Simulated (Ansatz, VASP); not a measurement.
## One calculation of CdTeSe3, two programs

```xyz
5
Lattice="5.4562 0.0000 0.0000 0.0000 5.4562 0.0000 0.0000 0.0000 6.1158" Properties=species:S:1:pos:R:3 pbc="T T T"
Cd    0.0000    0.0000    8.3790
Te    2.7281    2.7281    3.5734
Se    0.0000    2.7281    2.5694
Se    2.7281    2.7281   -0.1345
Se    2.7281    0.0000    2.5694
```

Change from the starting cell: species swapped into the PrBPt3 type (P4mm, No. 99).

Alike in both runs: functional PBE; k mesh 4 × 4 × 4; occupations gaussian, width 0.1 eV; no spin polarisation.

Ansatz relaxed the structure, and its values are those at the end. VASP's run is a single point on that final structure, the one shown.

|  | VASP | Ansatz |
| --- | --- | --- |
| version | VASP 6.6.1 | Ansatz 0.2.0 |
| potentials or method | VASP PAW PBE potentials, release 64 (Cd, Te, Se), cutoff 520 eV | scalar-relativistic, plane waves, PAW |
| valence electrons in the cell | 36 | 84 |

Ansatz gave:

| Property | Result |
| --- | --- |
| gap on the k mesh at the Fermi level (eV) | none |
| pressure (GPa) | 0.1 |
| rms of the force components (eV/Å) | 0.001 |

Task: Estimate VASP's values.

Result: gap on the k mesh at the Fermi level (eV): none; pressure (GPa): 0.2; rms of the force components (eV/Å): 0.013.

A gap of «none» marks a metal or a gap that the smearing closes. VASP's potentials hold 36 valence electrons a cell and Ansatz's 84, so a difference there can come from the potentials and not from the codes.

Neither program's run includes spin-orbit coupling.
